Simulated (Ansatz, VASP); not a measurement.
**One calculation of Ti, two programs**

INCAR

```
SYSTEM = Ti
PREC = Accurate
ENCUT = 520
EDIFF = 1E-6
ISMEAR = 0
SIGMA = 0.15
LREAL = .FALSE.
LASPH = .TRUE.
NELM = 60
ALGO = Fast
ISIF = 2
LWAVE = .FALSE.
LCHARG = .FALSE.
GGA = PS
NBANDS = 19
```

KPOINTS

```
Automatic mesh
0
G
  14 14 14
  0 0 0
```

The input POSCAR:

```
Ti
1.0
    0.0000000000     -3.2099008398      0.0000000000
   -3.2099008398      0.0000000000      0.0000000000
    0.0000000000      0.0000000000     -3.2099008398
Ti
2
Direct
    0.5343935858      0.5573226430      0.5000000000
   -0.0343935858     -0.0573226430      0.0000000000
```

Input for Ansatz:

```yaml
crystal:
  lattice:
    - [0.0, -3.2099008398, 0.0]
    - [-3.2099008398, 0.0, 0.0]
    - [0.0, 0.0, -3.2099008398]
  atoms:
    - { symbol: Ti, position: [0.5343935858, 0.557322643, 0.5] }
    - { symbol: Ti, position: [-0.0343935858, -0.057322643, 0.0] }
basis:
  ecutwfc: 520.0
kpoints:
  mp_grid: { grid: [14, 14, 14] }
hamiltonian:
  xc: pbesol
  pseudopotentials: { kind: paw, azcp: { folder: soft_1 } }
scf:
  occupations: { method: gaussian, width: 0.15 }
output:
  forces: true
  stress: true
  eigenvalues: true
```

Change from the starting cell: mode 4 frozen in at -0.184 Å and mode 5 at -0.110 Å (largest displacements).

Alike in both runs: task single point; functional PBEsol; k mesh 14 × 14 × 14; occupations gaussian, width 0.15 eV; no spin polarisation.

```csv
,VASP,Ansatz
version,VASP 6.6.1,Ansatz 0.2.0
potentials or method,"VASP PAW PBE potentials, release 64 (Ti_sv), cutoff 520 eV","scalar-relativistic, plane waves, PAW"
valence electrons in the cell,24,24
```

|  | VASP | Ansatz | Ansatz less VASP |
| --- | --- | --- | --- |
| gap on the k mesh at the Fermi level (eV) | none | none | - |
| pressure (GPa) | 3.1 | 3.3 | +0.14 |
| traceless stress, the component that is largest in VASP (GPa) | -3.86 | -3.86 | +0.003 |
| rms of the force components (eV/Å) | 1.329 | 1.318 | -0.0107 |

VASP's potentials were made for PBE, not for PBEsol, and Ansatz warns of the same on its side. Atom by atom the forces differ by 0.011 eV/Å (rms over components). A gap of «none» marks a metal or a gap that the smearing closes.
